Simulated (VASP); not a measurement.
Wanted: the native input for a VASP 6.6.1 run.

```
Task                   : single point
Functional             : LDA
Potentials or basis    : VASP PAW LDA potentials, release 64 (Sb)
Cutoff                 : 500 eV
k mesh                 : 15 × 15 × 15
Occupations            : fermi-dirac, width 0.1 eV
Spin                   : no spin polarisation
Dipole correction      : no
Further INCAR settings : ALGO = Normal; EDIFF = 1e-06; NBANDS = 8
```

The structure of Sb lies in POSCAR:

```
Sb
1.0
    0.0000000000      1.9769714060      1.9769714060
    1.9769714060      0.0000000000      1.9769714060
    1.9769714060      1.9769714060      0.0000000000
Sb
1
Direct
    0.0000000000      0.0000000000      0.0000000000
```

This cell differs from its parent crystal: volume scaled by 0.6.

The input as run:

INCAR

```
SYSTEM = Sb
PREC = Accurate ; ENCUT = 500
EDIFF = 1E-6 ; ISMEAR = -1
SIGMA = 0.1 ; LREAL = .FALSE.
LASPH = .TRUE. ; NELM = 120
ALGO = Normal ; ISIF = 2
LWAVE = .FALSE. ; LCHARG = .FALSE.
GGA = CA ; NBANDS = 8
GGA_COMPAT = .FALSE.
```

KPOINTS

```
Automatic mesh
0
G
  15 15 15
  0 0 0
```

Potentials or basis: VASP PAW LDA potentials, release 64 (Sb).

The run is started by

```sh
$ cat potpaw_LDA.64/Sb/POTCAR > POTCAR
$ mpirun -np 1 vasp_std > vasp.out
```

Results of the run:

| Quantity | Value |
| --- | --- |
| Pressure | 119.7 GPa |

Wall time 6.3 s on 1 thread of Intel Xeon 6975P-C (shared host), peak memory 0.12 GiB.
